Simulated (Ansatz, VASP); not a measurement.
W3C in VASP and in Ansatz

```
CELL_PARAMETERS angstrom
2.77824 -7.23346 0.00000
2.77824 7.23346 0.00000
0.00000 0.00000 2.77797
ATOMIC_POSITIONS crystal
W 0.24247 0.75753 0.25000
W 0.75753 0.24247 0.75000
W 0.15006 0.32282 0.25000
W 0.84994 0.67718 0.75000
W 0.32282 0.15006 0.75000
W 0.67718 0.84994 0.25000
C 0.64403 0.35597 0.25000
C 0.35597 0.64403 0.75000
```

Alike in both runs: functional PBE; k mesh 8 × 8 × 14; occupations gaussian, width 0.1 eV; no spin polarisation.

Ansatz relaxed the structure, and its values are those at the end. VASP's run is a single point on that final structure, the one shown.

```csv
,VASP,Ansatz
version,VASP 6.6.1,Ansatz 0.2.0
potentials or method,"VASP PAW PBE potentials, release 64 (W_sv, C), cutoff 520 eV","scalar-relativistic, plane waves, PAW"
valence electrons in the cell,92,92
```

Ansatz gave:

| Quantity | Value |
| --- | --- |
| gap on the k mesh at the Fermi level (eV) | none |
| pressure (GPa) | 0.0 |
| rms of the force components (eV/Å) | 0.002 |

Q: What did VASP give for the same quantities?

A: gap on the k mesh at the Fermi level (eV): none; pressure (GPa): 0.7; rms of the force components (eV/Å): 0.015.

A gap of «none» marks a metal or a gap that the smearing closes. With one functional, cell and mesh, what is left measures potentials, basis and numerics.

Neither program's run includes spin-orbit coupling.
